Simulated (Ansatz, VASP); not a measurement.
**Rh in VASP and in Ansatz**

```
Rh
1.0
     0.00000    1.63795    1.63795
     1.63795    0.00000    1.63795
     1.63795    1.63795    0.00000
Rh
1
Direct
  0.00000 0.00000 0.00000
```

Change from the starting cell: volume scaled by 0.64, PAW files.

Alike in both runs: task single point; functional r2SCAN; k mesh 17 × 17 × 17; occupations fermi-dirac, width 0.1 eV; no spin polarisation.

|  | VASP | Ansatz |
| --- | --- | --- |
| version | VASP 6.6.1 | Ansatz 0.2.0 |
| potentials or method | VASP PAW PBE potentials, release 64 (Rh_pv) | PAW with Ansatz's default frozen-core files, scalar-relativistic |
| plane-wave cutoff (eV) | 520 | 500 |
| valence electrons in the cell | 15 | 17 |

```csv
,VASP,Ansatz,Ansatz less VASP
pressure (GPa),384.3,376.8,-7.50
```

VASP's potentials were made for PBE, not for r2SCAN. Both programs put the cell under a high pressure, so it lies far from rest at this level. With one functional, cell and mesh, what is left measures potentials, basis and numerics. VASP's potentials hold 15 valence electrons a cell and Ansatz's 17, so a difference there can come from the potentials and not from the codes.

Noted on VASP's run: the cell as given lies far from equilibrium.
